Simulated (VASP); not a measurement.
# K2Be2Pt (P4mm) in VASP: further runs

K2Be2Pt is run at these levels: PBE; tasks: single point, relaxation of cell and atoms.

Program: VASP 6.6.1. These are calculated values, not measurements. Logs are shortened: lines on timing, memory, paths and dates and some standing lists are left out, and cuts for length are marked.

## (1) The cell of the first run

Symmetry: P4mm, No. 99, tetragonal system. Conventional cell: a = 6.139 Å, b = 6.139 Å, c = 4.331 Å, α = 90.00°, β = 90.00°, γ = 90.00°. Within 4.4 Å of K (site symmetry 2mm) lie 2 Pt at 3.14 Å and 8 Be at 3.43 to 4.16 Å and 6 K at 4.33 to 4.34 Å. Within 2.9 Å of Be (site symmetry 4mm) lie 2 Pt at 2.16 to 2.17 Å. Within 4.9 Å of Be (site symmetry 4mm) lie 8 K at 3.75 to 3.76 Å and 6 Be at 4.33 to 4.39 Å and 4 Pt at 4.60 Å. Pt (site symmetry 4mm) has 2 Be at 2.16 to 2.17 Å within 2.9 Å.

The cell was built from a structure type or drawn by symmetry, and may not be a known phase.

## (2) Single point, PBE

INCAR

```
ALGO     = Normal         # electronic algorithm
EDIFF    = 1E-6           # SCF threshold, eV
ENCUT    = 520            # plane-wave cutoff, eV
GGA      = PE             # functional
ISIF     = 2              # what is computed and relaxed
ISMEAR   = 0              # smearing method
LASPH    = T              # aspherical terms in the spheres
LCHARG   = T              # write CHGCAR
LELF     = T              # ELF
LREAL    = F              # projectors in reciprocal space
LVHAR    = T            
LWAVE    = F              # write WAVECAR
NBANDS   = 24             # bands
NELM     = 80             # most SCF steps
PREC     = Accurate       # precision mode
SIGMA    = 0.1            # smearing width, eV
```

KPOINTS

```
k-points
0
Gamma
  4 4 4
```

POSCAR

```
K2Be2Pt
1.0
    6.1393995802      0.0000000000      0.0000000000
    0.0000000000      6.1393995802      0.0000000000
    0.0000000000      0.0000000000      4.3314786997
K Be Pt
2 2 1
Direct
    0.5000000000      0.0000000000      0.0207822484
    0.0000000000      0.5000000000      0.0207822484
    0.0000000000      0.0000000000      0.3726238824
    0.5000000000      0.5000000000      0.5215857682
    0.0000000000      0.0000000000      0.8718536326
```

Potentials or basis: VASP PAW PBE potentials, release 64 (K_sv, Be, Pt).

On the command line:

```bash
cat potpaw_PBE.64/K_sv/POTCAR potpaw_PBE.64/Be/POTCAR potpaw_PBE.64/Pt/POTCAR > POTCAR
mpirun -np 1 vasp_std > vasp.out
```

OUTCAR:

```text
EDIFF = 1E-6
   ENCUT = 520
   GGA = PE
   ISIF = 2
   ISMEAR = 0
   LASPH = T
   LREAL = F
   NELM = 80
   PREC = Accurate

 ion  position               nearest neighbor table
   1  0.500  0.000  0.021-   5 3.14   5 3.14
   2  0.000  0.500  0.021-   5 3.14   5 3.14
   3  0.000  0.000  0.373-   5 2.16   5 2.17
   4  0.500  0.500  0.522-
   5  0.000  0.000  0.872-   3 2.16   3 2.17   2 3.14   1 3.14   2 3.14   1 3.14

  LATTYP: Found a simple tetragonal cell.
 ALAT       =     6.1393995802
 C/A-ratio  =     0.7055215487

  Lattice vectors:

 A1 = (   6.1393995802,   0.0000000000,   0.0000000000)
 A2 = (   0.0000000000,   6.1393995802,   0.0000000000)
 A3 = (   0.0000000000,   0.0000000000,   4.3314786997)

Analysis of symmetry for initial positions (statically):
=====================================================================
 Subroutine PRICEL returns:
 Original cell was already a primitive cell.

 Routine SETGRP: Setting up the symmetry group for a
 simple tetragonal supercell.

 Subroutine GETGRP returns: Found  8 space group operations
 (whereof  8 operations were pure point group operations)
 out of a pool of 16 trial point group operations.

The static configuration has the point symmetry C_4v.

Analysis of symmetry for dynamics (positions and initial velocities):
=====================================================================
 Subroutine PRICEL returns:
 Original cell was already a primitive cell.

 Routine SETGRP: Setting up the symmetry group for a
 simple tetragonal supercell.

 Subroutine GETGRP returns: Found  8 space group operations
 (whereof  8 operations were pure point group operations)
 out of a pool of 16 trial point group operations.

The dynamic configuration has the point symmetry C_4v.

 Subroutine INISYM returns: Found  8 space group operations
 (whereof  8 operations are pure point group operations),
 and found     1 'primitive' translations

----------------------------------------------------------------------------------------

                                     Primitive cell

  volume of cell :     163.2631

  direct lattice vectors                    reciprocal lattice vectors
     6.139399580  0.000000000  0.000000000     0.162882377  0.000000000  0.000000000
[... 84 lines left out ...]
   NELM   =     80;   NELMIN=  2; NELMDL= -5     # of ELM steps
   EDIFF  = 0.1E-05   stopping-criterion for ELM
   LREAL  =      F    real-space projection
   EDIFFG = 0.1E-04   stopping-criterion for IOM
   NSW    =      0    number of steps for IOM
   IBRION =     -1    ionic relax: 0-MD 1-quasi-New 2-CG
   NFREE  =      0    steps in history (QN), initial steepest desc. (CG)
   ISIF   =      2    stress and relaxation
   ISYM   =      2    0-nonsym 1-usesym 2-fastsym
   POTIM  = 0.5000    time-step for ionic-motion
   TEBEG  =    0.0;   TEEND  =   0.0 temperature during run
   PSTRESS=    0.0 pullay stress
   NELECT =      32.0000    total number of electrons
   NUPDOWN=      -1.0000    fix difference up-down
   EMIN   =  10.00;   EMAX   =-10.00  energy-range for DOS
   EFERMI =   0.00;   METHOD = LEGACY
   ISMEAR =     0;   SIGMA  =   0.10  broadening in eV -4-tet -1-fermi 0-gaus
   EFERMI_NEDOS =   21; number of points for ismear=-14 and -15
   IALGO  =     38    algorithm
   IMIX   =      4    mixing-type and parameters
     AMIX     =   0.40;   BMIX     =  1.00
     AMIX_MAG =   1.60;   BMIX_MAG =  1.00
  volume/ion in A,a.u.               =      32.65       220.35
  Fermi-wavevector in a.u.,A,eV,Ry     =   0.950960  1.797053 12.304083  0.904325
  Thomas-Fermi vector in A             =   2.079385
   LORBIT       =      0    0 simple, 1 ext, 2 COOP (PROOUT), +10 PAW based schemes
   GGA     = PE    functional components
   LHFCALC =     F    Hartree Fock is set to
   AEXX    =    0.0000 exact exchange contribution
   IVDW    =     0    specifies the selected vdW correction
   LEPSILON=     F    determine dielectric tensor
   LRPA    =     F    only Hartree local field effects (RPA)
 non-spin polarized calculation
 Gauss-broadening in eV      SIGMA  =   0.10
  energy-cutoff  :      520.00
  volume of cell :      163.26
 maximum number of plane-waves:      4440
 NGX is ok and might be reduce to    48
   NGX = 23   NGY = 23   NGZ = 17

 number of electron      32.0000001 magnetization

 Free energy of the ion-electron system (eV)
  ---------------------------------------------------
  ext. energy  EPLUGINS =         0.00000000
  ---------------------------------------------------
  free energy    TOTEN  =       -12.19367711 eV

  energy without entropy =      -12.16455785  energy(sigma->0) =      -12.17911748

 E-fermi :   0.7634     XC(G=0):  -7.3659

 val. band max:        0.7553603511   @ k =   0.0000   0.0000   0.5000
 cond. band min:       0.7660430131   @ k =   0.5000   0.2500   0.2500
 fundamental gap:      0.0106826620
 Fermi energy:         0.7633741821

 k-point     1 :       0.0000    0.0000    0.0000
  band No.  band energies     occupation
      1     -29.6934      2.00000
      2     -29.6850      2.00000
      3     -13.2594      2.00000
      4     -13.2594      2.00000
      5     -13.2089      2.00000
      6     -13.1920      2.00000
[... 475 lines left out ...]
     23       5.5095      0.00000
     24       6.2561      0.00000

------------------------ aborting loop because EDIFF is reached ----------------------------------------

  FORCE on cell =-STRESS in cart. coord.  units (eV):
  Direction    XX          YY          ZZ          XY          YZ          ZX
  --------------------------------------------------------------------------------------
  -------------------------------------------------------------------------------------
  Total        0.0647190      0.0647190      0.0231460      0.0000000      0.0000000      0.0000000
  in kB        0.6351175      0.6351175      0.2271422      0.0000000      0.0000000      0.0000000
  external PRESSURE =       0.4991258 kB  Pullay stress =       0.0000000 kB

 VOLUME and BASIS-vectors are now :
 -----------------------------------------------------------------------------
  energy-cutoff  :      520.00
  volume of cell :      163.26
      direct lattice vectors                 reciprocal lattice vectors
     6.139399580  0.000000000  0.000000000     0.162882377  0.000000000  0.000000000
     0.000000000  6.139399580  0.000000000     0.000000000  0.162882377  0.000000000
     0.000000000  0.000000000  4.331478700     0.000000000  0.000000000  0.230868041

 POSITION                                       TOTAL-FORCE (eV/Angst)
 -----------------------------------------------------------------------------------
      3.06970      0.00000      0.09002        -0.000000      0.000000     -0.005450
      0.00000      3.06970      0.09002         0.000000      0.000000     -0.005450
      0.00000      0.00000      1.61401        -0.000000      0.000000     -0.014083
      3.06970      3.06970      2.25924        -0.000000     -0.000000      0.009907
      0.00000      0.00000      3.77642        -0.000000      0.000000      0.015076
 -----------------------------------------------------------------------------------
    total drift:                                0.000000      0.000000     -0.000054

  FREE ENERGIE OF THE ION-ELECTRON SYSTEM (eV)
  ---------------------------------------------------
  free  energy   TOTEN  =       -12.1936771129 eV

  energy  without entropy=      -12.1645578538  energy(sigma->0) =      -12.17911748
```

OSZICAR:

```text
N       E                     dE             d eps       ncg     rms          rms(c)
DAV:   1     0.176627614466E+03    0.17663E+03   -0.13190E+04   864   0.111E+03
DAV:   2    -0.412577387187E+00   -0.17704E+03   -0.16262E+03  1024   0.279E+02
DAV:   3    -0.129248539280E+02   -0.12512E+02   -0.12386E+02  1408   0.616E+01
DAV:   4    -0.134810143197E+02   -0.55616E+00   -0.55482E+00  1256   0.116E+01
DAV:   5    -0.134994262084E+02   -0.18412E-01   -0.18411E-01  1288   0.130E+00    0.690E+00
DAV:   6    -0.123663617945E+02    0.11331E+01   -0.98183E-01   984   0.399E+00    0.473E+00
DAV:   7    -0.123749999929E+02   -0.86382E-02   -0.86831E-01  1064   0.401E+00    0.209E+00
DAV:   8    -0.122012356643E+02    0.17376E+00   -0.23873E-01  1016   0.183E+00    0.151E+00
DAV:   9    -0.122157957928E+02   -0.14560E-01   -0.48054E-02  1072   0.111E+00    0.727E-01
DAV:  10    -0.121969156983E+02    0.18880E-01   -0.30258E-02  1024   0.745E-01    0.290E-01
DAV:  11    -0.121936121195E+02    0.33036E-02   -0.44724E-03  1088   0.274E-01    0.835E-02
DAV:  12    -0.121937842910E+02   -0.17217E-03   -0.54491E-04  1096   0.851E-02    0.533E-02
DAV:  13    -0.121936828668E+02    0.10142E-03   -0.16104E-04  1256   0.552E-02    0.178E-02
DAV:  14    -0.121936802309E+02    0.26360E-05   -0.29593E-05   944   0.237E-02    0.916E-03
DAV:  15    -0.121936770697E+02    0.31612E-05   -0.44835E-06   960   0.105E-02    0.173E-03
DAV:  16    -0.121936771129E+02   -0.43158E-07   -0.56376E-07   880   0.334E-03
   1 F= -.12193677E+02 E0= -.12179117E+02  d E =-.291193E-01
```

stdout:

```text
POSCAR found type information on POSCAR K BePt
 POSCAR found :  3 types and       5 ions
 scaLAPACK will be used
 LDA part: xc-table for (Slater+PW92), standard interpolation
 POSCAR, INCAR and KPOINTS ok, starting setup
 FFT: planning ... GRIDC
 FFT: planning ... GRID_SOFT
 FFT: planning ... GRID
 WAVECAR not read
 entering main loop
```

It took 2.4 min on 1 thread of Intel Xeon 8259CL, shared host; peak memory 0.3 GiB.

Results:

```yaml
Free_energy: -12.1937 eV
Pressure: 0.0 GPa
Largest_force: 0.015 eV/Å
Band_gap_on_the_k_mesh: zero (bands 16 and 17 overlap by 1.56 eV)
```

Forces in eV/Å, atoms in the order of the input:
```
K    0.000  0.000 -0.005
K    0.000  0.000 -0.005
Be   0.000  0.000 -0.014
Be   0.000  0.000  0.010
Pt   0.000  0.000  0.015
```

Caveat: the k points lie up to 0.36 Å⁻¹ apart, too coarse for converged energies and pressures of a metal; spin-orbit coupling is left out, which moves the levels of the heavy elements.

## (3) Relaxation of cell and atoms, PBE

This run uses another cell than the first one, of 21.24 Å³/atom.

INCAR

```
SYSTEM = K2Be2Pt
  PREC = Accurate
  ENCUT = 600
  EDIFF = 1E-6
  ISMEAR = 0
  SIGMA = 0.1
  LREAL = .False.
  LASPH = .True.
  NELM = 60
  ALGO = Fast
  ISIF = 3
  LWAVE = .False.
  LCHARG = .False.
  GGA = PE
  IBRION = 2
  NSW = 90
  EDIFFG = -0.04
```

KPOINTS

```
regular mesh
0
Gamma
  4 4 4
  0 0 0
```

POSCAR

```
K2Be2Pt
1.0
    4.5183520000      0.0000000000      0.0000000000
    0.0000000000      4.5183520000      0.0000000000
    0.0000000000      0.0000000000      5.2015120800
K Be Pt
2 2 1
Direct
    0.5000000000      0.0000000000      0.0933419300
    0.0000000000      0.5000000000      0.0933419300
    0.0000000000      0.0000000000      0.3075434000
    0.5000000000      0.5000000000      0.5158167700
    0.0000000000      0.0000000000      0.7975837500
```

Potentials or basis: VASP PAW PBE potentials, release 64 (K_sv, Be, Pt).

On the command line:

```bash
cat potpaw_PBE.64/K_sv/POTCAR potpaw_PBE.64/Be/POTCAR potpaw_PBE.64/Pt/POTCAR > POTCAR
mpirun -np 1 vasp_std > vasp.out
```

Wall time 41 min (1 thread of Intel Xeon 8259CL, shared host); peak memory 0.27 GiB.

Results (log left out):

| Item | Value |
| --- | --- |
| Free energy | -12.1679 eV |
| Relaxed volume | 31.82 Å³/atom |
| Relaxed cell | a = 6.072 Å, b = 6.072 Å, c = 4.316 Å, α = 90.00°, β = 90.00°, γ = 90.00° |
| Space group after relaxing (to 0.1 Å) | P4mm (No. 99) |
| Pressure after relaxing | 0.1 GPa |
| Largest force after relaxing | 0.037 eV/Å |
| Band gap on the k mesh | zero (bands 16 and 17 overlap by 1.57 eV) |

Forces in eV/Å, atoms in the order of the input:
```
K    0.000  0.000  0.001
K    0.000  0.000  0.001
Be   0.000  0.000  0.035
Be   0.000  0.000 -0.037
Pt   0.000  0.000  0.000
```

Final structure:
```yaml
crystal:
  lattice:
    - [6.07161, 0.00000, 0.00000]
    - [0.00000, 6.07161, 0.00000]
    - [0.00000, 0.00000, 4.31564]
  atoms:
    - { symbol: K, position: [0.50000, 0.00000, 0.05029] }
    - { symbol: K, position: [0.00000, 0.50000, 0.05029] }
    - { symbol: Be, position: [0.00000, 0.00000, 0.31672] }
    - { symbol: Be, position: [0.50000, 0.50000, 0.57424] }
    - { symbol: Pt, position: [0.00000, 0.00000, 0.81610] }
```

Levels at points of the mesh, in eV from the Fermi level:
```csv
k point,band 13,band 14,band 15,band 16,band 17,band 18,band 19,band 20
"(0.00, 0.00, 0.00)",-1.59,-1.56,-1.55,0.33,0.33,1.82,2.45,2.71
"(0.50, 0.00, 0.00)",-1.88,-1.57,-1.44,0.68,0.87,0.94,1.28,2.21
"(0.50, 0.50, 0.00)",-1.70,-1.40,-1.30,-0.88,-0.88,2.26,2.29,2.47
"(0.00, 0.00, 0.50)",-2.17,-1.50,-1.48,-0.86,-0.03,1.04,1.04,3.90
"(0.50, 0.00, 0.50)",-1.92,-1.76,-1.49,-1.38,-0.10,1.38,1.89,3.01
"(0.50, 0.50, 0.50)",-1.89,-1.40,-1.34,-1.25,0.30,0.96,0.96,2.61
```

Caveat: the volume moved by over 15 % at a fixed basis, so the end points are rough; spin-orbit coupling is left out, which moves the levels of the heavy elements.
